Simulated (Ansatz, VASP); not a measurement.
**ZnSe: VASP beside Ansatz**

```xyz
2
Lattice="0.0000 2.8324 2.8324 2.7763 0.0000 2.8324 2.7763 2.8324 0.0000" Properties=species:S:1:pos:R:3 pbc="T T T"
Zn    0.0000    0.0000    0.0000
Se    1.3882    1.4162    1.4162
```

Change from the starting cell: uniaxial_x strain -2.0%.

Alike in both runs: task single point; functional r2SCAN; k mesh 8 × 8 × 8; no spin polarisation.

|  | VASP | Ansatz |
| --- | --- | --- |
| version | VASP 6.6.1 | Ansatz 0.2.0 |
| potentials or method | VASP PAW PBE potentials, release 64 (Zn, Se) | plane waves, PAW |
| plane-wave cutoff (eV) | 520 | 500 |
| occupations | gaussian, width 0.01 eV | fixed |
| valence electrons in the cell | 18 | 28 |

```csv
,VASP,Ansatz,Ansatz less VASP
gap on the k mesh at the Fermi level (eV),1.91,1.91,-0.005
pressure (GPa),1.5,1.4,-0.11
"traceless stress, the component that is largest in VASP (GPa)",0.49,0.47,-0.024
```

VASP's potentials were made for PBE, not for r2SCAN. VASP's potentials hold 18 valence electrons a cell and Ansatz's 28, so a difference there can come from the potentials and not from the codes.
